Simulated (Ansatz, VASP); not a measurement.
**Si16CO: VASP beside Ansatz**

File INCAR:

```
SYSTEM = Si16CO
PREC = Accurate ; ENCUT = 520
EDIFF = 1E-6 ; ISMEAR = 0
SIGMA = 0.05 ; LREAL = Auto
LASPH = .TRUE. ; NELM = 60
ALGO = Normal ; ISIF = 2
LWAVE = .FALSE. ; LCHARG = .FALSE.
LDIPOL = .TRUE. ; IDIPOL = 3
DIPOL = 0.5 0.5 0.281 ; GGA = PE
NBANDS = 52
```

File KPOINTS:

```
regular mesh
0
G
  4 4 1
  0 0 0
```

Contents of POSCAR:

```
Si16CO
1.0
    7.7354121591      0.0000000000      0.0000000000
    0.0000000000      7.7354121591      0.0000000000
    0.0000000000      0.0000000000     22.1119221361
Si C O
16 1 1
Direct
    0.0000000000      0.2500000000      0.1808978874
    0.0000000000      0.7500000000      0.1808978874
    0.5000000000      0.2500000000      0.1808978874
    0.5000000000      0.7500000000      0.1808978874
    0.0000000000      0.0000000000      0.2427396662
    0.0000000000      0.5000000000      0.2427396662
    0.5000000000      0.0000000000      0.2427396662
    0.5000000000      0.5000000000      0.2427396662
    0.2500000000      0.0000000000      0.3062012287
    0.2500000000      0.5000000000      0.3062012287
    0.7500000000      0.0000000000      0.3062012287
    0.7500000000      0.5000000000      0.3062012287
    0.2500000000      0.2500000000      0.3668573942
    0.2500000000      0.7500000000      0.3668573942
    0.7500000000      0.2500000000      0.3668573942
    0.7500000000      0.7500000000      0.3668573942
    0.5000000000      0.7500000000      0.3257031248
    0.4625100778      0.8899142944      0.3392808722
```

Input for Ansatz:

```yaml
crystal:
  lattice:
    - [7.7354121591, 0.0, 0.0]
    - [0.0, 7.7354121591, 0.0]
    - [0.0, 0.0, 22.1119221361]
  atoms:
    - { symbol: Si, position: [0.0, 0.25, 0.1808978874] }
    - { symbol: Si, position: [0.0, 0.75, 0.1808978874] }
    - { symbol: Si, position: [0.5, 0.25, 0.1808978874] }
    - { symbol: Si, position: [0.5, 0.75, 0.1808978874] }
    - { symbol: Si, position: [0.0, 0.0, 0.2427396662] }
    - { symbol: Si, position: [0.0, 0.5, 0.2427396662] }
    - { symbol: Si, position: [0.5, 0.0, 0.2427396662] }
    - { symbol: Si, position: [0.5, 0.5, 0.2427396662] }
    - { symbol: Si, position: [0.25, 0.0, 0.3062012287] }
    - { symbol: Si, position: [0.25, 0.5, 0.3062012287] }
    - { symbol: Si, position: [0.75, 0.0, 0.3062012287] }
    - { symbol: Si, position: [0.75, 0.5, 0.3062012287] }
    - { symbol: Si, position: [0.25, 0.25, 0.3668573942] }
    - { symbol: Si, position: [0.25, 0.75, 0.3668573942] }
    - { symbol: Si, position: [0.75, 0.25, 0.3668573942] }
    - { symbol: Si, position: [0.75, 0.75, 0.3668573942] }
    - { symbol: C, position: [0.5, 0.75, 0.3257031248] }
    - { symbol: O, position: [0.4625100778, 0.8899142944, 0.3392808722] }
basis:
  ecutwfc: 420
kpoints:
  mp_grid: { grid: [4, 4, 1] }
hamiltonian:
  xc: pbe
scf:
  occupations: { method: gaussian, width: 0.05 }
output:
  forces: true
  eigenvalues: true
  write_density: true
  write_potential: true
  elf: true
  volumetric_format: npy
efield:
  axis: 3
  dipole_correction: true
  ramp_width: 0.04
```

Alike in both runs: task single point; functional PBE; k mesh 4 × 4 × 1; occupations gaussian, width 0.05 eV; no spin polarisation.

|  | VASP | Ansatz |
| --- | --- | --- |
| version | VASP 6.6.1 | Ansatz 0.2.0 |
| potentials or method | VASP PAW PBE potentials, release 64 (Si, C, O), cutoff 520 eV | scalar-relativistic, plane waves, PAW |
| valence electrons in the cell | 74 | 74 |

```csv
,VASP,Ansatz,Ansatz less VASP
gap on the k mesh at the Fermi level (eV),none,none,-
rms of the force components (eV/Å),1.944,1.804,-0.1402
```

Atom by atom the forces differ by 0.151 eV/Å (rms over components). A gap of «none» marks a metal or a gap that the smearing closes. With one functional, cell and mesh, what is left measures potentials, basis and numerics. Ansatz's warnings: xc potential rough in thin density.

Noted on VASP's run: the standard files for N, O and F lose accuracy on very short bonds.
